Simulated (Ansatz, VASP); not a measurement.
## Two plane-wave programs on Si2W

INCAR

```
ALGO = Normal
EDIFF = 1E-6
ENCUT = 520
GGA = PE
ISIF = 2
ISMEAR = 0
LASPH = True
LCHARG = False
LREAL = False
LWAVE = False
NBANDS = 43
NELM = 80
PREC = Accurate
SIGMA = 0.03
```

File KPOINTS:

```
k-points
0
Gamma
  9 9 6
```

File POSCAR:

```
Si2W
1.0
    4.7444861815      0.0000000000      0.0000000000
   -2.3722430908      4.1088455611      0.0000000000
    0.0000000000      0.0000000000      6.2873930878
Si W
6 3
Direct
    0.8175753463      0.6351506926      0.5000000000
    0.1824246537      0.8175753463      0.8333333333
    0.6351506926      0.8175753463      0.1666666667
    0.1824246537      0.3648493074      0.5000000000
    0.8175753463      0.1824246537      0.8333333333
    0.3648493074      0.1824246537      0.1666666667
    0.0000000000      0.5000000000      0.1666666667
    0.5000000000      0.5000000000      0.8333333333
    0.5000000000      0.0000000000      0.5000000000
```

Input for Ansatz:

```yaml
crystal:
  lattice:
    - [4.7444861815, 0.0, 0.0]
    - [-2.3722430908, 4.1088455611, 0.0]
    - [0.0, 0.0, 6.2873930878]
  atoms:
    - { symbol: Si, position: [0.8175753463, 0.6351506926, 0.5] }
    - { symbol: Si, position: [0.1824246537, 0.8175753463, 0.8333333333] }
    - { symbol: Si, position: [0.6351506926, 0.8175753463, 0.1666666667] }
    - { symbol: Si, position: [0.1824246537, 0.3648493074, 0.5] }
    - { symbol: Si, position: [0.8175753463, 0.1824246537, 0.8333333333] }
    - { symbol: Si, position: [0.3648493074, 0.1824246537, 0.1666666667] }
    - { symbol: W, position: [0.0, 0.5, 0.1666666667] }
    - { symbol: W, position: [0.5, 0.5, 0.8333333333] }
    - { symbol: W, position: [0.5, 0.0, 0.5] }
basis:
  ecutwfc: 420
kpoints:
  mp_grid: { grid: [9, 9, 6] }
hamiltonian:
  xc: pbe
  pseudopotentials: { kind: paw, azcp: { folder: soft_1 } }
scf:
  occupations: { method: gaussian, width: 0.03 }
output:
  forces: true
  stress: true
  eigenvalues: true
```

Alike in both runs: task single point; functional PBE; k mesh 9 × 9 × 6; occupations gaussian, width 0.03 eV; no spin polarisation.

|  | VASP | Ansatz |
| --- | --- | --- |
| version | VASP 6.6.1 | Ansatz 0.2.0 |
| potentials or method | VASP PAW PBE potentials, release 64 (Si, W_sv), cutoff 520 eV | scalar-relativistic, plane waves, PAW |
| valence electrons in the cell | 66 | 66 |

```csv
,VASP,Ansatz,Ansatz less VASP
gap on the k mesh at the Fermi level (eV),0.11,0.11,0.000
least direct gap on the mesh (eV),0.22,0.22,0.000
pressure (GPa),7.5,7.5,-0.03
"traceless stress, the component that is largest in VASP (GPa)",16.08,16.07,-0.011
rms of the force components (eV/Å),0.957,0.956,-0.0015
```

Atom by atom the forces differ by 0.001 eV/Å (rms over components). With one functional, cell and mesh, what is left measures potentials, basis and numerics.

Spin-orbit coupling is off throughout.
